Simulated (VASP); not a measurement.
Here is a VASP 6.6.1 calculation.

The input INCAR:

```
PREC = Accurate ; ENCUT = 600
EDIFF = 1E-6 ; ISMEAR = 0
SIGMA = 0.01 ; LREAL = F
LASPH = T ; NELM = 120
ALGO = Normal ; ISIF = 2
LWAVE = F ; LCHARG = F
GGA = PE ; NBANDS = 11
GGA_COMPAT = F
```

The input KPOINTS:

```
regular mesh
0
Gamma
  12 12 12
```

File POSCAR:

```
MgO
1.0
    2.0350094275      0.0000000000      0.0000000000
    0.0000000000      2.0350094275      0.0000000000
    0.0000000000      0.0000000000      2.0350094275
Mg O
1 1
Direct
    0.0000000000      0.0000000000      0.0000000000
    0.5000000000      0.5000000000      0.5000000000
```

Potentials or basis: VASP PAW PBE potentials, release 64 (Mg, O).

Launch:

```sh
$ cat potpaw_PBE.64/Mg/POTCAR potpaw_PBE.64/O/POTCAR > POTCAR
$ mpirun -np 1 vasp_std > vasp.out
```

Problem. What does it give for the band gap on the k mesh?

Solution. 7.87 eV, direct.

Problem. Predict the pressure.

Solution. 584.0 GPa.

 A k mesh can miss the band edges.
